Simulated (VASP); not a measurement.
Runs of VASP 6.6.1 on Cs4Zn. The structure is that of space group Pm-3m (No. 221), or close to it. The cells are those of the table. 

```csv
level,cell,k mesh,gap on the mesh (eV),pressure (GPa)
PBE,"a = 7.542 Å, 5 atoms",6 × 6 × 6,none,(a)
PBE,"a = 7.461 Å, 5 atoms",6 × 6 × 6,none,0.3
PBE,"a = 7.621 Å, 5 atoms",6 × 6 × 6,none,0.1
PBE,"a = 7.699 Å, 5 atoms",2 × 2 × 2,none,(b)
r2SCAN,"a = 7.699 Å, 5 atoms",6 × 6 × 6,none,0.0
PBE,"a = 7.699 Å, 5 atoms",6 × 6 × 6,none,0.0
PBE,"a = 7.378 Å, 5 atoms",6 × 6 × 6,none,0.5
```

Alike in all rows: task single point; potentials or basis VASP PAW PBE potentials, release 64 (Cs_sv, Zn); no spin polarisation; cutoff (eV) 520; smearing gaussian 0.1 eV.

Fill in the values left out.

(a) 0.2; (b) -0.1.

Caveats: some runs use coarse meshes; spin-orbit coupling is left out, which moves the levels of the heavy elements; the PAW data sets were made with another functional, which shifts forces and pressure a little (some runs).

A k mesh can miss the band edges, and the runs leave out spin-orbit coupling on Cs.

A gap of «none» marks levels without a gap at the run's occupations.
